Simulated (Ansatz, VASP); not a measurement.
One calculation of Ge2Sb2O, two programs

```
Ge Sb O
1.0
    -2.09594    5.70890    2.93951
     2.09594   -5.70890    2.93951
     2.09594    5.70890   -2.93951
Ge Sb O
2 2 1
Direct
  0.66286 0.02097 0.64189
  0.37908 0.02097 0.35811
  0.36790 0.22485 0.14305
  0.08180 0.22485 0.85695
  0.66836 0.16836 0.50000
```

Alike in both runs: functional PBE; k mesh 10 × 10 × 10; occupations gaussian, width 0.1 eV; no spin polarisation.

Ansatz relaxed the structure, and its values are those at the end. VASP's run is a single point on that final structure, the one shown.

|  | VASP | Ansatz |
| --- | --- | --- |
| version | VASP 6.6.1 | Ansatz 0.2.0 |
| potentials or method | VASP PAW PBE potentials, release 64 (Ge_d, Sb, O), cutoff 520 eV | scalar-relativistic, plane waves, PAW |
| valence electrons in the cell | 44 | 64 |

Ansatz gave:

| Item | Value |
| --- | --- |
| gap on the k mesh at the Fermi level (eV) | none |
| pressure (GPa) | 0.0 |
| rms of the force components (eV/Å) | 0.001 |

Which values does VASP return?

gap on the k mesh at the Fermi level (eV): none; pressure (GPa): 0.0; rms of the force components (eV/Å): 0.013.

A gap of «none» marks a metal or a gap that the smearing closes. VASP's potentials hold 44 valence electrons a cell and Ansatz's 64, so a difference there can come from the potentials and not from the codes.

Neither program's run includes spin-orbit coupling.
